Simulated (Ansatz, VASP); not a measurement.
## One calculation of HCl, two programs

```xyz
2
Lattice="5.8226 0.0000 0.0000 0.0000 7.6192 0.0000 0.0000 0.0000 29.1594" Properties=species:S:1:pos:R:3 pbc="T T T"
Cl    3.8448    0.7740   18.2369
H     3.7993    2.0599   17.8402
```

Alike in both runs: task single point; functional PBE; dispersion D3(BJ); k mesh 3 × 2 × 1; occupations gaussian, width 0.05 eV; no spin polarisation.

```csv
,VASP,Ansatz
version,VASP 6.6.1,Ansatz 0.2.0
potentials or method,"VASP PAW PBE potentials, release 64 (Cl, H), cutoff 520 eV","scalar-relativistic, plane waves, PAW"
valence electrons in the cell,8,8
```

```tsv
	VASP	Ansatz	Ansatz less VASP
gap on the k mesh at the Fermi level (eV)	6.19	6.16	-0.030
rms of the force components (eV/Å)	0.912	0.857	-0.0549
```

Atom by atom the forces differ by 0.055 eV/Å (rms over components).
